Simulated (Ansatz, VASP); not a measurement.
# Sr2C in VASP and in Ansatz

The input POSCAR:

```
Sr2C
1.0
    0.0000000000      3.3601424502      3.3601424502
    3.3601424502      0.0000000000      3.3601424502
    3.3601424502      3.3601424502      0.0000000000
C Sr
1 2
Direct
    0.0000000000      0.0000000000      0.0000000000
    0.2500000000      0.2500000000      0.2500000000
    0.7500000000      0.7500000000      0.7500000000
```

INCAR.step1

```
  PREC = Accurate
  ENCUT = 520
  EDIFF = 1E-5
  ISMEAR = -1
  SIGMA = 0.02
  LREAL = F
  LASPH = T
  NELM = 80
  ALGO = Normal
  ISIF = 2
  LWAVE = T
  GGA = PE
  NBANDS = 19
```

File INCAR.step2:

```
  PREC = Accurate
  ENCUT = 520
  EDIFF = 1E-7
  ISMEAR = -1
  SIGMA = 0.02
  LREAL = F
  LASPH = T
  NELM = 80
  ALGO = Normal
  ISIF = 2
  LWAVE = F
  LCHARG = T
  GGA = PE
  LHFCALC = T
  AEXX = 0.25
  PRECFOCK = Normal
  LELF = T
  LVHAR = T
  ISTART = 1
  NBANDS = 19
```

The input KPOINTS:

```
regular mesh
0
Gamma
  4 4 4
```

Input for Ansatz:

```yaml
crystal:
  lattice:
    - [0.0, 3.3601424502, 3.3601424502]
    - [3.3601424502, 0.0, 3.3601424502]
    - [3.3601424502, 3.3601424502, 0.0]
  atoms:
    - { symbol: C, position: [0.0, 0.0, 0.0] }
    - { symbol: Sr, position: [0.25, 0.25, 0.25] }
    - { symbol: Sr, position: [0.75, 0.75, 0.75] }
kpoints:
  mp_grid: { grid: [4, 4, 4] }
hamiltonian:
  xc: pbe0
scf:
  occupations: { method: fermi_dirac, width: 0.02 }
  n_extra_bands: 4
output:
  forces: true
  stress: true
  eigenvalues: true
```

Alike in both runs: task single point; functional PBE0; k mesh 4 × 4 × 4; occupations fermi-dirac, width 0.02 eV; no spin polarisation.

|  | VASP | Ansatz |
| --- | --- | --- |
| version | VASP 6.6.1 | Ansatz 0.2.0 |
| potentials or method | VASP PAW PBE potentials, release 64 (C, Sr_sv) | plane waves |
| plane-wave cutoff (eV) | 520 | 420 |
| valence electrons in the cell | 24 | 24 |

VASP gave:

| Property | Result |
| --- | --- |
| gap on the k mesh at the Fermi level (eV) | 1.01 |
| pressure (GPa) | 0.4 |

Problem. Which values does Ansatz return?

Solution. gap on the k mesh at the Fermi level (eV): 0.96; pressure (GPa): 0.2.

Ansatz's warnings: stress exchange threshold loose, stress scf threshold loose.
